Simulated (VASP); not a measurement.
# As (R-3m) in VASP: a series of runs, part 2 of 2

VASP 6.6.1. The steps go on from the part before.

**3. Relaxation of shape and atoms at fixed volume, r2SCAN (22.58 Å³/atom)**

This run uses another cell than the first one, of 22.58 Å³/atom.

Contents of POSCAR:

```
As
1.0
    1.8737049910      1.0817840809      3.7128064413
   -1.8737049910      1.0817840809      3.7128064413
    0.0000000000     -2.1635681618      3.7128064413
As
2
Direct
    0.2242975667      0.2242975667      0.2242975667
    0.7757024333      0.7757024333      0.7757024333
```

Contents of INCAR.step1:

```
SYSTEM = As
  PREC = Accurate
  ENCUT = 600
  ISMEAR = 0
  SIGMA = 0.05
  LREAL = .FALSE.
  LASPH = .TRUE.
  NELM = 60
  GGA = PE
  ALGO = Normal
  EDIFF = 1E-4
  LWAVE = .TRUE.
  LCHARG = .FALSE.
```

Contents of INCAR.step2:

```
SYSTEM = As
  PREC = Accurate
  ENCUT = 600
  EDIFF = 1E-6
  ISMEAR = 0
  SIGMA = 0.05
  LREAL = .FALSE.
  LASPH = .TRUE.
  NELM = 60
  ALGO = Normal
  ISIF = 4
  LWAVE = .FALSE.
  LCHARG = .FALSE.
  METAGGA = R2SCAN
  LMIXTAU = .TRUE.
  IBRION = 2
  NSW = 60
  EDIFFG = -0.01
  ISTART = 1
```

Contents of KPOINTS:

```
Automatic mesh
0
G
  14 14 14
  0 0 0
```

Potentials or basis: VASP PAW PBE potentials, release 64 (As).

Launch:

```sh
$ cat potpaw_PBE.64/As/POTCAR > POTCAR
$ cp INCAR.step1 INCAR
$ mpirun -np 1 vasp_std > vasp.out
$ cp INCAR.step2 INCAR
$ mpirun -np 1 vasp_std > vasp.out
```

OUTCAR:

```text
SYSTEM = As
   PREC = Accurate
   ENCUT = 600
   EDIFF = 1E-6
   ISMEAR = 0
   LREAL = .FALSE.
   LASPH = .TRUE.
   NELM = 60
   ISIF = 4
   METAGGA = R2SCAN
   IBRION = 2
   NSW = 60
   EDIFFG = -0.01
   ISTART = 1

 ion  position               nearest neighbor table
   1  0.224  0.224  0.224-   2 2.52   2 2.52   2 2.52
   2  0.776  0.776  0.776-   1 2.52   1 2.52   1 2.52

  LATTYP: Found a trigonal (rhomboedric) cell.
 ALAT       =     4.2972036095
 COS(alpha) =     0.6197575854

  Lattice vectors:

 A1 = (   1.8737049910,   1.0817840809,   3.7128064413)
 A2 = (  -1.8737049910,   1.0817840809,   3.7128064413)
 A3 = (   0.0000000000,  -2.1635681618,   3.7128064413)

Analysis of symmetry for initial positions (statically):
=====================================================================
 Subroutine PRICEL returns:
 Original cell was already a primitive cell.

 Routine SETGRP: Setting up the symmetry group for a
 trigonal (rhombohedral) supercell.

 Subroutine GETGRP returns: Found 12 space group operations
 (whereof 12 operations were pure point group operations)
 out of a pool of 12 trial point group operations.

The static configuration has the point symmetry D_3d.

Analysis of symmetry for dynamics (positions and initial velocities):
=====================================================================
 Subroutine PRICEL returns:
 Original cell was already a primitive cell.

 Routine SETGRP: Setting up the symmetry group for a
 trigonal (rhombohedral) supercell.

 Subroutine GETGRP returns: Found 12 space group operations
 (whereof 12 operations were pure point group operations)
 out of a pool of 12 trial point group operations.

The dynamic configuration has the point symmetry D_3d.

[... 119 lines left out ...]
  volume/ion in A,a.u.               =      22.58       152.36
  Fermi-wavevector in a.u.,A,eV,Ry     =   0.990474  1.871724 13.347840  0.981039
  Thomas-Fermi vector in A             =   2.122147
   LORBIT       =      0    0 simple, 1 ext, 2 COOP (PROOUT), +10 PAW based schemes
   METAGGA = R2SCAN    functional components
   LHFCALC =     F    Hartree Fock is set to
   AEXX    =    0.0000 exact exchange contribution
   IVDW    =     0    specifies the selected vdW correction
   LEPSILON=     F    determine dielectric tensor
   LRPA    =     F    only Hartree local field effects (RPA)
 conjugate gradient relaxation of ions
 non-spin polarized calculation
 Gauss-broadening in eV      SIGMA  =   0.05
  energy-cutoff  :      600.00
  volume of cell :       45.15
 maximum number of plane-waves:      1535
   NGX = 17   NGY = 17   NGZ = 17

 number of electron      10.0000000 magnetization

 Free energy of the ion-electron system (eV)
  ---------------------------------------------------
  ext. energy  EPLUGINS =         0.00000000
  ---------------------------------------------------
  free energy    TOTEN  =       -29.38995170 eV

  energy without entropy =      -29.38973516  energy(sigma->0) =      -29.38984343

 E-fermi :   5.1289     XC(G=0): -10.1481

 val. band max:        5.0978386848   @ k =   0.5000   0.5000   0.4286
 cond. band min:       5.1372843873   @ k =  -0.4286   0.5000   0.4286
 fundamental gap:      0.0394457025
 Fermi energy:         5.1288601438

 k-point     1 :       0.0000    0.0000    0.0000
  band No.  band energies     occupation
      1     -10.6459      2.00000
      2      -1.4815      2.00000
      3       2.0580      2.00000
      4       2.8433      2.00000
      5       2.8433      2.00000
      6       6.4385      0.00000
      7       7.7132      0.00000
      8       7.7132      0.00000
      9      12.5345      0.00000
[... 265 lines left out ...]
 k-point    24 :       0.2857    0.1429   -0.0000
  band No.  band energies     occupation
      1      -9.7250      2.00000
      2      -3.5069      2.00000
      3       0.9269      2.00000
      4       1.5917      2.00000
      5       3.4837      2.00000
      6       6.3711      0.00000
      7       7.6901      0.00000
      8       8.0375      0.00000
      9      10.5339      0.00000

 [... further k-points ...]

------------------------ aborting loop because EDIFF is reached ----------------------------------------

  FORCE on cell =-STRESS in cart. coord.  units (eV):
  Direction    XX          YY          ZZ          XY          YZ          ZX
  --------------------------------------------------------------------------------------
  -------------------------------------------------------------------------------------
  Total        0.1162009      0.1162009      0.1399352     -0.0000000     -0.0000000      0.0000000
  in kB        4.1231079      4.1231079      4.9652633     -0.0000000     -0.0000000      0.0000000
  external PRESSURE =       4.4038264 kB  Pullay stress =       0.0000000 kB

 VOLUME and BASIS-vectors are now :
 -----------------------------------------------------------------------------
  energy-cutoff  :      600.00
  volume of cell :       45.15
      direct lattice vectors                 reciprocal lattice vectors
     1.873704991  1.081784081  3.712806441     0.266850973  0.154066481  0.089779346
    -1.873704991  1.081784081  3.712806441    -0.266850973  0.154066481  0.089779346
     0.000000000 -2.163568162  3.712806441     0.000000000 -0.308132962  0.089779346

 POSITION                                       TOTAL-FORCE (eV/Angst)
 -----------------------------------------------------------------------------------
      0.00000      0.00000      2.49832         0.000000      0.000000      0.009326
      0.00000      0.00000      8.64010         0.000000      0.000000     -0.009326
 -----------------------------------------------------------------------------------
    total drift:                               -0.000000      0.000000     -0.000000

  FREE ENERGIE OF THE ION-ELECTRON SYSTEM (eV)
  ---------------------------------------------------
  free  energy   TOTEN  =       -29.3899516960 eV

  energy  without entropy=      -29.3897351609  energy(sigma->0) =      -29.38984343

 reached required accuracy - stopping structural energy minimisation
```

Wall time 18 min (1 thread of Oxide Virtual Turin-like, shared host); peak memory 0.28 GiB.

What came out:

| Item | Value |
| --- | --- |
| Free energy | -29.3900 eV |
| Pressure after relaxing | 0.4 GPa |
| Largest force after relaxing | 0.009 eV/Å |
| Band gap on the k mesh | zero (bands 5 and 6 overlap by 0.43 eV) |

Forces on the atoms (eV/Å):
```
As   0.000  0.000  0.009
As   0.000  0.000 -0.009
```

Final structure:
```
As
1.0
     1.87370    1.08178    3.71281
    -1.87370    1.08178    3.71281
     0.00000   -2.16357    3.71281
As
2
Direct
  0.22430 0.22430 0.22430
  0.77570 0.77570 0.77570
```

Caveat: the relaxation stopped at its first step, so nothing moved; the PAW data sets were made with another functional, which shifts forces and pressure a little.
